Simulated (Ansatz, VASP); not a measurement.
# One calculation of EuO, two programs

```
Eu O
1.0
     0.00000    2.53030    2.53030
     2.53030    0.00000    2.53030
     2.53030    2.53030    0.00000
Eu O
1 1
Cartesian
  0.0000 0.0000 0.0000
  2.5303 2.5303 2.5303
```

Alike in both runs: task single point; functional PBE; k mesh 12 × 12 × 12; occupations gaussian, width 0.05 eV; collinear spin.

```csv
,VASP,Ansatz
version,VASP 6.6.1,Ansatz 0.2.0
potentials or method,"VASP PAW PBE potentials, release 64 (Eu, O), cutoff 600 eV","scalar-relativistic, plane waves, PAW"
valence electrons in the cell,23,23
```

|  | VASP | Ansatz | Ansatz less VASP |
| --- | --- | --- | --- |
| gap on the k mesh at the Fermi level (eV) | none | none | - |
| pressure (GPa) | -0.2 | 0.1 | +0.31 |
| net moment per atom (μB) | 3.48 | 3.48 | +0.002 |
| size of the moment on the site where the two differ most (μB) | 0.10 | 0.08 | -0.019 |

Site moments also hang on the region over which each program counts them. A gap of «none» marks a metal or a gap that the smearing closes. The functional is the same, so the differences come from potentials, cutoffs and numerics. Ansatz's warnings: stability check not made.

Spin-orbit coupling is off throughout.
